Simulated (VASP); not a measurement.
SnTe (NiAs type): single point with PBE

SnTe (NiAs type):

```
CELL_PARAMETERS angstrom
3.16882 0.00000 0.00000
-1.58441 2.74428 0.00000
0.00000 0.00000 9.61540
ATOMIC_POSITIONS crystal
Sn 0.00000 0.00000 0.00000
Sn 0.00000 0.00000 0.50000
Te 0.33333 0.66667 0.25000
Te 0.66667 0.33333 0.75000
```

- Program: VASP 6.6.1
- Task: single point
- Functional: PBE
- Potentials or basis: VASP PAW PBE potentials, release 64 (Sn_d, Te)
- Cutoff: 520 eV
- k mesh: 10 × 10 × 6
- Occupations: fermi-dirac, width 0.05 eV
- Spin: no spin polarisation
- Dipole correction: no
- Further INCAR settings: ALGO = Normal; EDIFF = 1e-06; NBANDS = 28

```yaml
Pressure: 32.0 GPa
Band_gap_on_the_k_mesh: zero (bands 20 and 21 overlap by 4.91 eV)
```

Levels at points of the mesh, in eV from the Fermi level:
```
           k point  band 16  band 17  band 18  band 19  band 20  band 21  band 22  band 23  band 24  band 25
(0.00, 0.00, 0.00)     0.29     1.26     2.85     2.85     3.09     3.09     7.19     7.19     7.40     7.40
(0.50, 0.00, 0.00)    -6.38    -2.96    -2.76    -1.93    -1.66    -0.69     0.14     3.29     3.72     3.85
(0.00, 0.00, 0.50)    -3.87     2.97     2.97     2.97     2.97     5.84     5.84     7.25     7.25     7.25
(0.50, 0.00, 0.50)    -5.52    -4.82    -4.82    -0.34    -0.34     0.44     0.44     2.19     2.19     4.42
```

Run time: 100 s on 1 thread of Intel Xeon 8259CL (shared host), peak memory 0.26 GiB.

Caveat: the cell stands under pressure; spin-orbit coupling is left out, which moves the levels of the heavy elements.
